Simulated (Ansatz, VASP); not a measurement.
# One calculation of CaCo, two programs

File INCAR:

```
PREC = Accurate ; ENCUT = 520
EDIFF = 1E-6 ; ISMEAR = 0
SIGMA = 0.1 ; LREAL = F
LASPH = T ; NELM = 150
ALGO = Fast ; ISIF = 2
LWAVE = F ; LCHARG = F
ISPIN = 2 ; MAGMOM = 0 3
LORBIT = 11 ; LMAXMIX = 4
GGA = PE ; NBANDS = 20
```

Contents of KPOINTS:

```
regular mesh
0
Gamma
  6 6 4
```

Contents of POSCAR:

```
CaCo
1.0
    3.1257326085      0.0000000000      0.0000000000
    0.0000000000      3.1257326085      0.0000000000
    0.0000000000      0.0000000000      4.0969423833
Ca Co
1 1
Direct
    0.5000000000      0.5000000000      0.5000000000
    0.0000000000      0.0000000000      0.0000000000
```

Input for Ansatz:

```yaml
crystal:
  lattice:
    - [3.1257326085, 0.0, 0.0]
    - [0.0, 3.1257326085, 0.0]
    - [0.0, 0.0, 4.0969423833]
  atoms:
    - { symbol: Ca, position: [0.5, 0.5, 0.5] }
    - { symbol: Co, position: [0.0, 0.0, 0.0], spin: 3.0 }
basis:
  ecutwfc: 420
kpoints:
  mp_grid: { grid: [6, 6, 4] }
hamiltonian:
  xc: pbe
scf:
  occupations: { method: gaussian, width: 0.1 }
  lower_state_search: "off"
output:
  forces: true
  stress: true
  eigenvalues: true
  populations: true
magnetization:
  spin_polarized: true
```

Alike in both runs: task single point; functional PBE; k mesh 6 × 6 × 4; occupations gaussian, width 0.1 eV; collinear spin.

```csv
,VASP,Ansatz
version,VASP 6.6.1,Ansatz 0.2.0
potentials or method,"VASP PAW PBE potentials, release 64 (Ca_sv, Co), cutoff 520 eV","scalar-relativistic, plane waves, PAW"
valence electrons in the cell,19,27
```

|  | VASP | Ansatz | Ansatz less VASP |
| --- | --- | --- | --- |
| gap on the k mesh at the Fermi level (eV) | none | none | - |
| pressure (GPa) | -0.9 | -1.0 | -0.14 |
| traceless stress, the component that is largest in VASP (GPa) | -3.06 | -2.86 | +0.197 |
| net moment per atom (μB) | 0.35 | 0.36 | +0.009 |
| size of the moment on the site where the two differ most (μB) | 0.10 | 0.12 | +0.025 |

Site moments also hang on the region over which each program counts them. A gap of «none» marks a metal or a gap that the smearing closes. VASP's potentials hold 19 valence electrons a cell and Ansatz's 27, so a difference there can come from the potentials and not from the codes.

The k mesh is coarse, so the values compare programs but aren't converged.
